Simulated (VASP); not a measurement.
# InSb3 (Fm-3m) in VASP: relaxation of cell and atoms with PBE

Aim: the relaxation of cell and atoms of InSb3 with PBE.

Program: VASP 6.6.1. These are calculated values, not measurements. Logs are shortened: lines on timing, memory, paths and dates and some standing lists are left out, and cuts for length are marked.

**1. The cell of the first run**

It takes space group Fm-3m (No. 225, cubic). Conventional cell: a = 7.456 Å, b = 7.456 Å, c = 7.456 Å, α = 90.00°, β = 90.00°, γ = 90.00°. Within 4.2 Å of In (site symmetry m-3m) lie 14 Sb at 3.23 to 3.73 Å. Within 4.2 Å of Sb (site symmetry -43m) lie 4 In at 3.23 Å and 10 Sb at 3.23 to 3.73 Å. Within 4.2 Å of Sb (site symmetry m-3m) lie 8 Sb at 3.23 Å and 6 In at 3.73 Å.

**2. Relaxation of cell and atoms, PBE**

Input file INCAR:

```
SYSTEM = InSb3
ALGO     = Normal         ! electronic algorithm
EDIFF    = 1E-7           ! SCF threshold, eV
EDIFFG   = -0.005         ! ionic threshold
ENCUT    = 600            ! plane-wave cutoff, eV
GGA      = PE             ! functional
IBRION   = 2              ! ionic algorithm
ISIF     = 3              ! what is computed and relaxed
ISMEAR   = 0              ! smearing method
LASPH    = .TRUE.         ! aspherical terms in the spheres
LCHARG   = .FALSE.        ! write CHGCAR
LREAL    = .FALSE.        ! projectors in reciprocal space
LWAVE    = .FALSE.        ! write WAVECAR
NELM     = 100            ! most SCF steps
NSW      = 70             ! ionic steps
PREC     = Accurate       ! precision mode
SIGMA    = 0.1            ! smearing width, eV
```

Input file KPOINTS:

```
k-points
0
G
  10 10 10
  0 0 0
```

Input file POSCAR:

```
InSb3
1.0
    0.0000000000      3.7279225309      3.7279225309
    3.7279225309      0.0000000000      3.7279225309
    3.7279225309      3.7279225309      0.0000000000
In Sb
1 3
Direct
    0.0000000000      0.0000000000      0.0000000000
    0.2500000000      0.2500000000      0.2500000000
    0.7500000000      0.7500000000      0.7500000000
    0.5000000000      0.5000000000      0.5000000000
```

Potentials or basis: VASP PAW PBE potentials, release 64 (In_d, Sb).

Run with:

```sh
cat potpaw_PBE.64/In_d/POTCAR potpaw_PBE.64/Sb/POTCAR > POTCAR
mpirun -np 1 vasp_std > vasp.out
```

OUTCAR:

```text
SYSTEM = InSb3
   EDIFF = 1E-7
   EDIFFG = -0.005
   ENCUT = 600
   GGA = PE
   IBRION = 2
   ISIF = 3
   ISMEAR = 0
   LASPH = .TRUE.
   LREAL = .FALSE.
   NELM = 100
   NSW = 70
   PREC = Accurate

 ion  position               nearest neighbor table
   1  0.000  0.000  0.000-   3 3.23   3 3.23   3 3.23   2 3.23   3 3.23   2 3.23   2 3.23   2 3.23
                             4 3.73   4 3.73   4 3.73   4 3.73   4 3.73   4 3.73
   2  0.250  0.250  0.250-   1 3.23   1 3.23   1 3.23   1 3.23   4 3.23   4 3.23   4 3.23   4 3.23
                             3 3.73   3 3.73   3 3.73   3 3.73   3 3.73   3 3.73
   3  0.750  0.750  0.750-   4 3.23   4 3.23   4 3.23   1 3.23   4 3.23   1 3.23   1 3.23   1 3.23
                             2 3.73   2 3.73   2 3.73   2 3.73   2 3.73   2 3.73
   4  0.500  0.500  0.500-   2 3.23   2 3.23   2 3.23   2 3.23   3 3.23   3 3.23   3 3.23   3 3.23
                             1 3.73   1 3.73   1 3.73   1 3.73   1 3.73   1 3.73

  LATTYP: Found a face centered cubic cell.
 ALAT       =     7.4558450618

  Lattice vectors:

 A1 = (   0.0000000000,   3.7279225309,   3.7279225309)
 A2 = (   3.7279225309,   0.0000000000,   3.7279225309)
 A3 = (   3.7279225309,   3.7279225309,   0.0000000000)

Analysis of symmetry for initial positions (statically):
=====================================================================
 Subroutine PRICEL returns:
 Original cell was already a primitive cell.

 Routine SETGRP: Setting up the symmetry group for a
 face centered cubic supercell.

 Subroutine GETGRP returns: Found 48 space group operations
 (whereof 48 operations were pure point group operations)
 out of a pool of 48 trial point group operations.

The static configuration has the point symmetry O_h .

Analysis of symmetry for dynamics (positions and initial velocities):
=====================================================================
 Subroutine PRICEL returns:
 Original cell was already a primitive cell.

 Routine SETGRP: Setting up the symmetry group for a
 face centered cubic supercell.

 Subroutine GETGRP returns: Found 48 space group operations
 (whereof 48 operations were pure point group operations)
 out of a pool of 48 trial point group operations.

The dynamic configuration has the point symmetry O_h .

 Subroutine INISYM returns: Found 48 space group operations
 (whereof 48 operations are pure point group operations),
 and found     1 'primitive' translations

----------------------------------------------------------------------------------------

                                     Primitive cell

  volume of cell :     103.6169

  direct lattice vectors                    reciprocal lattice vectors
     0.000000000  3.727922531  3.727922531    -0.134122959  0.134122959  0.134122959
     3.727922531  0.000000000  3.727922531     0.134122959 -0.134122959  0.134122959
     3.727922531  3.727922531  0.000000000     0.134122959  0.134122959 -0.134122959

  length of vectors
     5.272078603  5.272078603  5.272078603     0.232307779  0.232307779  0.232307779

  position of ions in fractional coordinates (direct lattice)
     0.000000000  0.000000000  0.000000000
     0.250000000  0.250000000  0.250000000
     0.750000000  0.750000000  0.750000000
     0.500000000  0.500000000  0.500000000

  ion indices of the primitive-cell ions
   primitive index   ion index
                 1           1
                 2           2
                 3           3
                 4           4

----------------------------------------------------------------------------------------

 KPOINTS: k-points

Automatic generation of k-mesh.
 Grid dimensions read from file:
 generate k-points for:   10   10   10

 Generating k-lattice:

  Cartesian coordinates                     Fractional coordinates (reciprocal lattice)
    -0.013412296  0.013412296  0.013412296     0.100000000  0.000000000  0.000000000
     0.013412296 -0.013412296  0.013412296     0.000000000  0.100000000  0.000000000
     0.013412296  0.013412296 -0.013412296     0.000000000  0.000000000  0.100000000

  Length of vectors
     0.023230778  0.023230778  0.023230778

  Shift w.r.t. Gamma in fractional coordinates (k-lattice)
     0.000000000  0.000000000  0.000000000

 Subroutine IBZKPT returns following result:
 ===========================================

 Found     47 irreducible k-points:

 Following reciprocal coordinates:
            Coordinates               Weight
  0.000000  0.000000  0.000000      1.000000
  0.100000  0.000000  0.000000      8.000000
  0.200000  0.000000  0.000000      8.000000
  0.300000  0.000000  0.000000      8.000000
  0.400000  0.000000  0.000000      8.000000
  0.500000  0.000000  0.000000      4.000000
[... 16 lines left out ...]
  0.300000  0.300000  0.000000      6.000000
  0.400000  0.300000  0.000000     24.000000
 [... further k-points ...]
   k-points           NKPTS =     47   k-points in BZ     NKDIM =     47   number of bands    NBANDS=     18
   number of dos      NEDOS =    301   number of ions     NIONS =      4
   total plane-waves  NPLWV =  74088
   dimension x,y,z NGX =    42 NGY =   42 NGZ =   42
   dimension x,y,z NGXF=    84 NGYF=   84 NGZF=   84
   ions per type =               1   3
   NGX,Y,Z   is equivalent  to a cutoff of  13.24, 13.24, 13.24 a.u.
   NGXF,Y,Z  is equivalent  to a cutoff of  26.49, 26.49, 26.49 a.u.
 SYSTEM =  InSb3
   PREC   = accura    normal or accurate (medium, high low for compatibility)
   ISTART =      0    job   : 0-new  1-cont  2-samecut
   ICHARG =      2    charge: 1-file 2-atom 10-const
   ISPIN  =      1    spin polarized calculation?
   LNONCOLLINEAR =      F non collinear calculations
   LSORBIT =      F    spin-orbit coupling
   LASPH  =      T    aspherical Exc in radial PAW
   ENCUT  =  600.0 eV  44.10 Ry    6.64 a.u.  10.53 10.53 10.53*2*pi/ulx,y,z
   NELM   =    100;   NELMIN=  2; NELMDL= -5     # of ELM steps
   EDIFF  = 0.1E-06   stopping-criterion for ELM
   LREAL  =      F    real-space projection
   EDIFFG = -.5E-02   stopping-criterion for IOM
   NSW    =     70    number of steps for IOM
   IBRION =      2    ionic relax: 0-MD 1-quasi-New 2-CG
   NFREE  =      1    steps in history (QN), initial steepest desc. (CG)
   ISIF   =      3    stress and relaxation
   ISYM   =      2    0-nonsym 1-usesym 2-fastsym
   POTIM  = 0.5000    time-step for ionic-motion
   TEBEG  =    0.0;   TEEND  =   0.0 temperature during run
   PSTRESS=    0.0 pullay stress
   NELECT =      28.0000    total number of electrons
   NUPDOWN=      -1.0000    fix difference up-down
   EMIN   =  10.00;   EMAX   =-10.00  energy-range for DOS
   EFERMI =   0.00;   METHOD = LEGACY
   ISMEAR =     0;   SIGMA  =   0.10  broadening in eV -4-tet -1-fermi 0-gaus
   EFERMI_NEDOS =   21; number of points for ismear=-14 and -15
   IALGO  =     38    algorithm
   IMIX   =      4    mixing-type and parameters
     AMIX     =   0.40;   BMIX     =  1.00
     AMIX_MAG =   1.60;   BMIX_MAG =  1.00
  volume/ion in A,a.u.               =      25.90       174.81
  Fermi-wavevector in a.u.,A,eV,Ry     =   1.058402  2.000090 15.241446  1.120215
  Thomas-Fermi vector in A             =   2.193710
   LORBIT       =      0    0 simple, 1 ext, 2 COOP (PROOUT), +10 PAW based schemes
   GGA     = PE    functional components
   LHFCALC =     F    Hartree Fock is set to
   AEXX    =    0.0000 exact exchange contribution
   IVDW    =     0    specifies the selected vdW correction
   LEPSILON=     F    determine dielectric tensor
   LRPA    =     F    only Hartree local field effects (RPA)
 conjugate gradient relaxation of ions
 non-spin polarized calculation
 Gauss-broadening in eV      SIGMA  =   0.10
  energy-cutoff  :      600.00
  volume of cell :      103.62
 maximum number of plane-waves:      3487
   NGX = 21   NGY = 21   NGZ = 21

--------------------------------------- Ionic step        1  -------------------------------------------

 number of electron      28.0000005 magnetization

 Free energy of the ion-electron system (eV)
  ---------------------------------------------------
  ext. energy  EPLUGINS =         0.00000000
  ---------------------------------------------------
  free energy    TOTEN  =       -14.26190691 eV

  energy without entropy =      -14.25371502  energy(sigma->0) =      -14.25781096

------------------------ aborting loop because EDIFF is reached ----------------------------------------

  FORCE on cell =-STRESS in cart. coord.  units (eV):
  Direction    XX          YY          ZZ          XY          YZ          ZX
  --------------------------------------------------------------------------------------
  -------------------------------------------------------------------------------------
  Total        1.8966312      1.8966312      1.8966312     -0.0000000     -0.0000000      0.0000000
  in kB       29.3266754     29.3266754     29.3266754     -0.0000000     -0.0000000      0.0000000
  external PRESSURE =      29.3266754 kB  Pullay stress =       0.0000000 kB

 VOLUME and BASIS-vectors are now :
 -----------------------------------------------------------------------------
  energy-cutoff  :      600.00
  volume of cell :      103.62
      direct lattice vectors                 reciprocal lattice vectors
     0.000000000  3.727922531  3.727922531    -0.134122959  0.134122959  0.134122959
     3.727922531  0.000000000  3.727922531     0.134122959 -0.134122959  0.134122959
     3.727922531  3.727922531  0.000000000     0.134122959  0.134122959 -0.134122959
[... 39 lines left out ...]
 POSITION                                       TOTAL-FORCE (eV/Angst)
 -----------------------------------------------------------------------------------
      7.62639      3.81320      3.81320         0.000000     -0.000000      0.000000
      1.90660      1.90660      1.90660        -0.000000      0.000000      0.000000
      5.71980      5.71980      5.71980        -0.000000     -0.000000     -0.000000
      3.81320      3.81320      3.81320         0.000000     -0.000000      0.000000
 -----------------------------------------------------------------------------------
    total drift:                                0.000000      0.000000      0.000000

  FREE ENERGIE OF THE ION-ELECTRON SYSTEM (eV)
  ---------------------------------------------------
  free  energy   TOTEN  =       -14.3006458963 eV

  energy  without entropy=      -14.2897492195  energy(sigma->0) =      -14.29519756

--------------------------------------- Ionic step        3  -------------------------------------------

 number of electron      27.9999993 magnetization

 Free energy of the ion-electron system (eV)
  ---------------------------------------------------
  ext. energy  EPLUGINS =         0.00000000
  ---------------------------------------------------
  free energy    TOTEN  =       -14.30707338 eV

  energy without entropy =      -14.29714615  energy(sigma->0) =      -14.30210977

 E-fermi :   8.0148     XC(G=0): -10.1582

 val. band max:        7.9584205963   @ k =   0.4000   0.2000   0.1000
 cond. band min:       8.0487235701   @ k =   0.3000   0.2000   0.1000
 fundamental gap:      0.0903029738
 Fermi energy:         8.0148153254

 k-point     1 :       0.0000    0.0000    0.0000
  band No.  band energies     occupation
      1      -6.4837      2.00000
      2      -6.4837      2.00000
      3      -6.4837      2.00000
      4      -6.4519      2.00000
      5      -6.4519      2.00000
      6      -4.2367      2.00000
[... 10 lines left out ...]
     17       7.3355      2.00000
     18       7.3355      2.00000
[... 463 lines left out ...]
 k-point    24 :       0.4000    0.3000    0.0000
  band No.  band energies     occupation
      1      -6.5021      2.00000
      2      -6.4754      2.00000
      3      -6.4742      2.00000
      4      -6.4610      2.00000
      5      -6.4501      2.00000
      6      -3.0039      2.00000
[... 10 lines left out ...]
     17      10.0880      0.00000
     18      10.4293      0.00000

 [... further k-points ...]
[... 5 lines left out ...]
  --------------------------------------------------------------------------------------
  -------------------------------------------------------------------------------------
  Total        0.0038603      0.0038603      0.0038603     -0.0000000      0.0000000      0.0000000
  in kB        0.0568510      0.0568510      0.0568510     -0.0000000      0.0000000      0.0000000
  external PRESSURE =       0.0568510 kB  Pullay stress =       0.0000000 kB

 VOLUME and BASIS-vectors are now :
 -----------------------------------------------------------------------------
  energy-cutoff  :      600.00
  volume of cell :      108.79
      direct lattice vectors                 reciprocal lattice vectors
    -0.000000000  3.788969798  3.788969798    -0.131961991  0.131961991  0.131961991
     3.788969798 -0.000000000  3.788969798     0.131961991 -0.131961991  0.131961991
     3.788969798  3.788969798 -0.000000000     0.131961991  0.131961991 -0.131961991

 POSITION                                       TOTAL-FORCE (eV/Angst)
 -----------------------------------------------------------------------------------
     -0.00000      0.00000      0.00000         0.000000     -0.000000      0.000000
      1.89448      1.89448      1.89448        -0.000000     -0.000000     -0.000000
      5.68345      5.68345      5.68345         0.000000      0.000000     -0.000000
      3.78897      3.78897      3.78897         0.000000     -0.000000      0.000000
 -----------------------------------------------------------------------------------
    total drift:                               -0.000000      0.000000      0.000000

  FREE ENERGIE OF THE ION-ELECTRON SYSTEM (eV)
  ---------------------------------------------------
  free  energy   TOTEN  =       -14.3070733840 eV

  energy  without entropy=      -14.2971461485  energy(sigma->0) =      -14.30210977

 reached required accuracy - stopping structural energy minimisation
```

Wall time 4.1 min (1 thread of Intel Xeon Platinum 8259CL at 2.50GHz (Skylake/Cascade Lake), shared host); peak memory 0.34 GiB.

Results:

```yaml
Free_energy: -14.3071 eV
Relaxed_volume: 27.20 Å³/atom
Relaxed_cell: a = 5.358 Å, b = 5.358 Å, c = 5.358 Å, α = 60.00°, β = 60.00°, γ = 60.00°
Space_group_after_relaxing_to_0.05_Å: Fm-3m (No. 225)
Energy_gained_by_relaxing: 11.3 meV/atom
Ionic_steps: 3
Pressure_after_relaxing: 0.0 GPa
```

The path:
```tsv
step	energy change (eV)	largest force (eV/Å)	pressure (GPa)	volume (Å³)
1	0.0000	0.0000	2.93	103.62
2	-0.0387	0.0000	-0.96	110.89
3	-0.0452	0.0000	0.01	108.79
```

Final structure:
```
In Sb
1.0
     0.00000    3.78897    3.78897
     3.78897    0.00000    3.78897
     3.78897    3.78897    0.00000
In Sb
1 3
Direct
  0.00000 0.00000 0.00000
  0.25000 0.25000 0.25000
  0.75000 0.75000 0.75000
  0.50000 0.50000 0.50000
```

Levels at points of the mesh, in eV from the Fermi level:
```csv
k point,band 11,band 12,band 13,band 14,band 15,band 16,band 17,band 18
"(0.00, 0.00, 0.00)",-2.48,-2.36,-2.36,-2.36,-2.29,-0.68,-0.68,-0.68
"(0.50, 0.00, 0.00)",-3.42,-2.60,-2.60,-0.22,-0.06,1.95,1.95,3.07
"(0.50, 0.50, 0.00)",-5.06,0.38,0.91,0.91,1.27,1.73,1.84,1.84
```

Caveat: the bands computed are all filled at some k points, so no gap is given; spin-orbit coupling is left out, which moves the levels of the heavy elements.
